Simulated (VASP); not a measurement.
# HfN (P-6m2) in VASP: a series of runs

HfN is run at these levels: PBE; tasks: relaxation of cell and atoms, single point.

All numbers are computed with VASP 6.6.1; they aren't measurements. Logs are shortened: lines on timing, memory, paths and dates and some standing lists are left out, and cuts for length are marked.

### 1 The cell of the first run

It takes space group P-6m2 (No. 187, hexagonal). The conventional cell has a = 3.003 Å, b = 3.003 Å, c = 2.931 Å, α = 90.00°, β = 90.00°, γ = 120.00°. Hf (site symmetry -6m2) has 6 N at 2.27 Å and 8 Hf at 2.93 to 3.00 Å within 3.1 Å. Within 3.1 Å of N (site symmetry -6m2) lie 6 Hf at 2.27 Å and 8 N at 2.93 to 3.00 Å.

### 2 Relaxation of cell and atoms, PBE

File INCAR:

```
  PREC = Accurate
  ENCUT = 600
  EDIFF = 1E-7
  ISMEAR = 0
  SIGMA = 0.05
  LREAL = False
  LASPH = True
  NELM = 120
  ALGO = Normal
  ISIF = 3
  LWAVE = False
  LCHARG = False
  GGA = PE
  IBRION = 2
  NSW = 80
  EDIFFG = -0.01
  GGA_COMPAT = False
  NELMIN = 4
```

File KPOINTS:

```
regular mesh
0
Gamma
  14 14 12
```

File POSCAR:

```
HfN
1.0
    3.0028631416      0.0000000000      0.0000000000
   -1.5014315708      2.6005557647      0.0000000000
    0.0000000000      0.0000000000      2.9306456519
Hf N
1 1
Direct
    0.0000000000      0.0000000000      0.0000000000
    0.6666666667      0.3333333333      0.5000000000
```

Potentials or basis: VASP PAW PBE potentials, release 64 (Hf_pv, N).

Command:

```console
$ cat potpaw_PBE.64/Hf_pv/POTCAR potpaw_PBE.64/N/POTCAR > POTCAR
$ mpirun -np 1 vasp_std > vasp.out
```

OUTCAR:

```text
PREC = Accurate
   ENCUT = 600
   EDIFF = 1E-7
   ISMEAR = 0
   LREAL = False
   LASPH = True
   NELM = 120
   ISIF = 3
   GGA = PE
   IBRION = 2
   NSW = 80
   EDIFFG = -0.01
   NELMIN = 4

 ion  position               nearest neighbor table
   1  0.000  0.000  0.000-   2 2.27   2 2.27   2 2.27   2 2.27   2 2.27   2 2.27
   2  0.667  0.333  0.500-   1 2.27   1 2.27   1 2.27   1 2.27   1 2.27   1 2.27

  LATTYP: Found a hexagonal cell.
 ALAT       =     3.0028631416
 C/A-ratio  =     0.9759504559

  Lattice vectors:

 A1 = (   3.0028631416,   0.0000000000,   0.0000000000)
 A2 = (  -1.5014315708,   2.6005557647,   0.0000000000)
 A3 = (   0.0000000000,   0.0000000000,   2.9306456519)

Analysis of symmetry for initial positions (statically):
=====================================================================
 Subroutine PRICEL returns:
 Original cell was already a primitive cell.

 Routine SETGRP: Setting up the symmetry group for a
 hexagonal supercell.

 Subroutine GETGRP returns: Found 12 space group operations
 (whereof 12 operations were pure point group operations)
 out of a pool of 24 trial point group operations.

The static configuration has the point symmetry D_3h.

Analysis of symmetry for dynamics (positions and initial velocities):
=====================================================================
 Subroutine PRICEL returns:
 Original cell was already a primitive cell.

 Routine SETGRP: Setting up the symmetry group for a
 hexagonal supercell.

 Subroutine GETGRP returns: Found 12 space group operations
 (whereof 12 operations were pure point group operations)
 out of a pool of 24 trial point group operations.

The dynamic configuration has the point symmetry D_3h.

 Subroutine INISYM returns: Found 12 space group operations
 (whereof 12 operations are pure point group operations),
 and found     1 'primitive' translations

----------------------------------------------------------------------------------------

                                     Primitive cell

  volume of cell :      22.8857

  direct lattice vectors                    reciprocal lattice vectors
     3.002863142  0.000000000  0.000000000     0.333015510  0.192266594  0.000000000
    -1.501431571  2.600555765  0.000000000     0.000000000  0.384533188  0.000000000
     0.000000000  0.000000000  2.930645652     0.000000000  0.000000000  0.341221737

  length of vectors
[... 101 lines left out ...]
     AMIX     =   0.40;   BMIX     =  1.00
     AMIX_MAG =   1.60;   BMIX_MAG =  1.00
  volume/ion in A,a.u.               =      11.44        77.22
  Fermi-wavevector in a.u.,A,eV,Ry     =   1.422057  2.687297 27.514317  2.022245
  Thomas-Fermi vector in A             =   2.542801
   LORBIT       =      0    0 simple, 1 ext, 2 COOP (PROOUT), +10 PAW based schemes
   GGA     = PE    functional components
   LHFCALC =     F    Hartree Fock is set to
   AEXX    =    0.0000 exact exchange contribution
   IVDW    =     0    specifies the selected vdW correction
   LEPSILON=     F    determine dielectric tensor
   LRPA    =     F    only Hartree local field effects (RPA)
 conjugate gradient relaxation of ions
 non-spin polarized calculation
 Gauss-broadening in eV      SIGMA  =   0.05
  energy-cutoff  :      600.00
  volume of cell :       22.89
 maximum number of plane-waves:       790
 NGX is ok and might be reduce to    24
   NGX = 11   NGY = 11   NGZ = 11

--------------------------------------- Ionic step        1  -------------------------------------------

 number of electron      15.0000000 magnetization

 Free energy of the ion-electron system (eV)
  ---------------------------------------------------
  ext. energy  EPLUGINS =         0.00000000
  ---------------------------------------------------
  free energy    TOTEN  =       -20.89763160 eV

  energy without entropy =      -20.89547651  energy(sigma->0) =      -20.89655405

------------------------ aborting loop because EDIFF is reached ----------------------------------------

  FORCE on cell =-STRESS in cart. coord.  units (eV):
  Direction    XX          YY          ZZ          XY          YZ          ZX
  --------------------------------------------------------------------------------------
  -------------------------------------------------------------------------------------
  Total        2.6293238      2.6293238     -0.2026840      0.0000000      0.0000000     -0.0000000
  in kB      184.0728036    184.0728036    -14.1894324      0.0000000      0.0000000     -0.0000000
  external PRESSURE =     117.9853916 kB  Pullay stress =       0.0000000 kB
[... 167 lines left out ...]
--------------------------------------- Ionic step        6  -------------------------------------------

 number of electron      14.9999999 magnetization

 Free energy of the ion-electron system (eV)
  ---------------------------------------------------
  ext. energy  EPLUGINS =         0.00000000
  ---------------------------------------------------
  free energy    TOTEN  =       -20.97270069 eV

  energy without entropy =      -20.97009416  energy(sigma->0) =      -20.97139743

 E-fermi :   6.9143     XC(G=0): -12.4801

 val. band max:        6.9047598024   @ k =   0.2143   0.1429   0.2500
 cond. band min:       6.9180854238   @ k =   0.2857   0.2143   0.0000
 fundamental gap:      0.0133256214
 Fermi energy:         6.9142746863

 k-point     1 :       0.0000    0.0000    0.0000
  band No.  band energies     occupation
      1     -23.3340      2.00000
      2     -23.3340      2.00000
      3     -23.1321      2.00000
      4      -9.2279      2.00000
      5       3.4732      2.00000
      6       3.4732      2.00000
      7       4.6376      2.00000
      8       5.2945      2.00000
      9       9.0327      0.00000
     10      11.7909      0.00000
     11      11.7909      0.00000
[... 309 lines left out ...]
 k-point    24 :       0.3571    0.2857    0.0000
  band No.  band energies     occupation
      1     -24.0670      2.00000
      2     -23.8904      2.00000
      3     -22.9960      2.00000
      4      -7.0269      2.00000
      5       0.9697      2.00000
      6       2.5788      2.00000
      7       3.5850      2.00000
      8       7.9168      0.00000
      9       9.5911      0.00000
     10      10.2188      0.00000
     11      11.1184      0.00000

 [... further k-points ...]

------------------------ aborting loop because EDIFF is reached ----------------------------------------

  FORCE on cell =-STRESS in cart. coord.  units (eV):
  Direction    XX          YY          ZZ          XY          YZ          ZX
  --------------------------------------------------------------------------------------
  -------------------------------------------------------------------------------------
  Total        0.0077815      0.0077815      0.0030814      0.0000000      0.0000000      0.0000000
  in kB        0.5190586      0.5190586      0.2055387      0.0000000      0.0000000      0.0000000
  external PRESSURE =       0.4145519 kB  Pullay stress =       0.0000000 kB
[... 17 lines left out ...]
  FREE ENERGIE OF THE ION-ELECTRON SYSTEM (eV)
  ---------------------------------------------------
  free  energy   TOTEN  =       -20.9727006883 eV

  energy  without entropy=      -20.9700941630  energy(sigma->0) =      -20.97139743

 reached required accuracy - stopping structural energy minimisation
```

CONTCAR:

```text
HfN
   1.00000000000000
     3.0905353026559608    0.0000000000000000   -0.0000000000000000
    -1.5452676513279804    2.6764820833779566    0.0000000000000000
     0.0000000000000000   -0.0000000000000000    2.9037648575949304
  Hf              N
     1     1
Direct
     0.0000000000000000    0.0000000000000000    0.0000000000000000
     0.6666666667000030    0.3333333332999970    0.5000000000000000

  0.00000000E+00  0.00000000E+00  0.00000000E+00
  0.00000000E+00  0.00000000E+00  0.00000000E+00
```

It took 1.8 min on 1 thread of Intel Xeon Platinum 8259CL at 2.50GHz (Skylake/Cascade Lake), shared host; peak memory 0.2 GiB.

What came out:

- Free energy: -20.9727 eV
- Relaxed volume: 12.01 Å³/atom
- Relaxed cell: a = 3.091 Å, b = 3.091 Å, c = 2.904 Å, α = 90.00°, β = 90.00°, γ = 120.00°
- Space group after relaxing (to 0.1 Å): P-6m2 (No. 187)
- Energy gained by relaxing: 37.5 meV/atom
- Ionic steps: 6
- Pressure after relaxing: 0.0 GPa
- Band gap on the k mesh: zero (an odd number of electrons rules out a gap without spin polarisation)

The path:
| step | energy change (eV) | largest force (eV/Å) | pressure (GPa) | volume (Å³) |
| --- | --- | --- | --- | --- |
| 1 | 0.0000 | 0.0000 | 11.80 | 22.89 |
| 2 | 0.0193 | 0.0000 | -13.83 | 25.75 |
| 3 | -0.0728 | 0.0000 | -1.80 | 24.19 |
| 4 | -0.0728 | 0.0000 | -1.55 | 24.16 |
| 5 | -0.0729 | 0.0000 | 1.66 | 23.88 |
| 6 | -0.0751 | 0.0000 | 0.04 | 24.02 |

Final structure:
```
CELL_PARAMETERS angstrom
3.09054 0.00000 0.00000
-1.54527 2.67648 0.00000
0.00000 0.00000 2.90376
ATOMIC_POSITIONS crystal
Hf 0.00000 0.00000 0.00000
N 0.66667 0.33333 0.50000
```

Levels at points of the mesh, in eV from the Fermi level:
```csv
k point,band 5,band 6,band 7,band 8,band 9,band 10
"(0.00, 0.00, 0.00)",-3.44,-3.44,-2.28,-1.62,2.12,4.88
"(0.50, 0.00, 0.00)",-6.68,-3.33,-2.23,-1.75,4.88,5.06
"(0.00, 0.00, 0.50)",-7.73,-2.65,-2.65,1.54,1.54,3.86
"(0.50, 0.00, 0.50)",-5.77,-4.69,-4.31,0.76,5.05,6.66
```

Caveat: spin-orbit coupling is left out, which moves the levels of the heavy elements.

### 3 Single point, PBE, non-collinear spin, zero start, spin-orbit coupling

This run uses another cell than the first one, of 12.11 Å³/atom.

File INCAR:

```
PREC = Accurate
ENCUT = 600
EDIFF = 1E-6
ISMEAR = 0
SIGMA = 0.05
LREAL = F
LASPH = T
NELM = 200
ALGO = Normal
ISIF = 2
LWAVE = F
LCHARG = F
MAGMOM = 0 0 0 0 0 0
LORBIT = 11
LSORBIT = T
GGA_COMPAT = F
LORBMOM = T
LMAXMIX = 4
GGA = PE
NBANDS = 27
```

KPOINTS is that of step 2.

File POSCAR:

```
HfN
1.0
    3.0990149869      0.0000000000      0.0000000000
   -1.5495074934      2.6838257053      0.0000000000
    0.0000000000      0.0000000000      2.9130017211
Hf N
1 1
Direct
    0.0000000000      0.0000000000      0.0000000000
    0.6666666667      0.3333333333      0.5000000000
```

Potentials or basis: VASP PAW PBE potentials, release 64 (Hf_pv, N).

Command:

```console
$ cat potpaw_PBE.64/Hf_pv/POTCAR potpaw_PBE.64/N/POTCAR > POTCAR
$ mpirun -np 1 vasp_ncl > vasp.out
```

Wall time 4.7 min (1 thread of Intel Xeon Platinum 8559C (Emerald Rapids), shared host); peak memory 0.46 GiB.

It converged, with:

```yaml
Free_energy: -21.6405 eV
Pressure: -2.1 GPa
Net_moment: 0.00 μB per cell
Valence_electrons_inside_the_program's_atomic_spheres: Hf 8.65; N 3.69
```

Stress tensor (GPa, compression positive):
```
-1.82  0.00  0.00
 0.00 -1.82  0.00
 0.00  0.00 -2.75
```

Moments on the atoms (μB; x, y, z):
```
Hf  0.00 0.00 0.00
N   0.00 0.00 0.00
```
